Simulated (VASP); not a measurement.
Input of a VASP 6.6.1 run:

Contents of INCAR:

```
SYSTEM = BaS
PREC = Accurate
ENCUT = 520
EDIFF = 1E-7
ISMEAR = 0
SIGMA = 0.02
LREAL = .False.
LASPH = .True.
NELM = 80
ALGO = Normal
ISIF = 2
LWAVE = .False.
LCHARG = .False.
GGA = PS
NBANDS = 15
```

Contents of KPOINTS:

```
regular mesh
0
Gamma
  8 8 8
  0 0 0
```

Contents of POSCAR:

```
BaS
1.0
    0.0000000000      3.1659352569      3.1659352569
    3.1659352569      0.0000000000      3.1659352569
    3.1659352569      3.1659352569      0.0000000000
Ba S
1 1
Direct
    0.0000000000      0.0000000000      0.0000000000
    0.5000000000      0.5000000000      0.5000000000
```

Potentials or basis: VASP PAW PBE potentials, release 64 (Ba_sv, S).

Launch:

```sh
$ cat potpaw_PBE.64/Ba_sv/POTCAR potpaw_PBE.64/S/POTCAR > POTCAR
$ mpirun -np 1 vasp_std > vasp.out
```

Task: Predict the band gap on the k mesh.

Result: 1.93 eV (least direct gap 2.06 eV).

Task: Predict the pressure.

Result: 0.7 GPa.

Caveat: the PAW data sets were made with another functional, which shifts forces and pressure a little; spin-orbit coupling is left out, which moves the levels of the heavy elements. A k mesh can miss the band edges.
